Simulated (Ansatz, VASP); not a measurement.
One calculation of Ru, two programs

POSCAR

```
Ru
1.0
    2.4914415084      0.0000000000      0.0000000000
    0.0000000000      2.4914415084      0.0000000000
    0.0000000000      0.0000000000      2.4914415084
Ru
1
Direct
    0.0000000000      0.0000000000      0.0000000000
```

Contents of INCAR.step1:

```
SYSTEM = Ru
PREC = Accurate
ENCUT = 520
ISMEAR = -1
SIGMA = 0.1
LREAL = .False.
LASPH = .True.
NELM = 60
NBANDS = 13
GGA = PE
ALGO = Normal
EDIFF = 1E-4
LWAVE = .True.
LCHARG = .False.
```

Contents of INCAR.step2:

```
SYSTEM = Ru
PREC = Accurate
ENCUT = 520
EDIFF = 1E-6
ISMEAR = -1
SIGMA = 0.1
LREAL = .False.
LASPH = .True.
NELM = 60
ALGO = Normal
ISIF = 2
LWAVE = .False.
LCHARG = .True.
METAGGA = R2SCAN
LMIXTAU = .True.
LELF = .True.
LVHAR = .True.
NBANDS = 13
ISTART = 1
```

The input KPOINTS:

```
Automatic mesh
0
Gamma
  14 14 14
  0 0 0
```

Input for Ansatz:

```yaml
crystal:
  lattice:
    - [2.4914415084, 0.0, 0.0]
    - [0.0, 2.4914415084, 0.0]
    - [0.0, 0.0, 2.4914415084]
  atoms:
    - { symbol: Ru, position: [0.0, 0.0, 0.0] }
hamiltonian:
  xc: r2scan
  pseudopotentials:
    kind: paw
    azcp:
      Ru: "pseudopotentials/Ru.paw.azcp"
basis:
  ecutwfc: 500
  fft_grid_basis: typed
kpoints:
  mp_grid: { grid: [14, 14, 14], shift: [0, 0, 0] }
magnetization:
  spin_polarized: false
scf:
  occupations: { method: fermi_dirac, width: 0.1 }
  lower_state_search: "off"
output:
  stress: true
```

Alike in both runs: task single point; functional r2SCAN; k mesh 14 × 14 × 14; occupations fermi-dirac, width 0.1 eV; no spin polarisation.

```csv
,VASP,Ansatz
version,VASP 6.6.1,Ansatz 0.2.0
potentials or method,"VASP PAW PBE potentials, release 64 (Ru_pv), cutoff 520 eV","plane waves (500 eV) with PAW, scalar-relativistic"
valence electrons in the cell,14,16
```

Ansatz gave:

```
pressure (GPa) : 0.3
```

Problem. Estimate VASP's values.

Solution. Pressure (GPa): 1.5.

VASP's potentials were made for PBE, not for r2SCAN. The functional is the same, so the differences come from potentials, cutoffs and numerics. VASP's potentials hold 14 valence electrons a cell and Ansatz's 16, so a difference there can come from the potentials and not from the codes.
